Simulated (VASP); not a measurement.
# CdS: single point with LDA

The system is CdS.

```
CELL_PARAMETERS angstrom
4.30378 0.00000 0.00000
-2.15189 3.72718 0.00000
0.00000 0.00000 5.80417
ATOMIC_POSITIONS crystal
Cd 0.00000 0.00000 0.44269
S 0.66667 0.33333 0.43431
```

| Quantity | Value |
| --- | --- |
| Program | VASP 6.6.1 |
| Task | single point |
| Functional | LDA |
| Potentials or basis | VASP PAW LDA potentials, release 64 (Cd_sv_GW, S) |
| Cutoff | 540 eV |
| k mesh | 6 × 6 × 4 |
| Occupations | gaussian, width 0.02 eV |
| Spin | no spin polarisation |

* Pressure: -3.7 GPa
* Largest force: 0.031 eV/Å
* Band gap on the k mesh: 1.14 eV, indirect (least direct gap 1.22 eV)

Forces on the atoms (eV/Å):
```
Cd   0.000  0.000 -0.031
S    0.000  0.000  0.031
```

Stress tensor (GPa, compression positive):
```
-5.17  0.00  0.00
 0.00 -5.17  0.00
 0.00  0.00 -0.65
```

Levels at points of the mesh, in eV from the valence-band top:
| k point | band 11 | band 12 | band 13 | band 14 | band 15 | band 16 |
| --- | --- | --- | --- | --- | --- | --- |
| (0.00, 0.00, 0.00) | -0.99 | -0.07 | -0.07 | 1.14 | 5.48 | 6.70 |
| (0.50, 0.00, 0.00) | -3.61 | -1.32 | -0.12 | 3.41 | 4.99 | 6.51 |
| (0.00, 0.00, 0.50) | -1.22 | -0.07 | -0.07 | 1.40 | 4.90 | 6.75 |
| (0.50, 0.00, 0.50) | -3.58 | -1.31 | -0.24 | 3.57 | 4.09 | 7.56 |

Run time: 110 s on 1 thread of AMD EPYC 7R13 Processor (Zen 3), on a shared host, peak memory 0.2 GiB.

A k mesh can miss the band edges. LDA gaps usually lie below the measured ones, often by a third to a half.
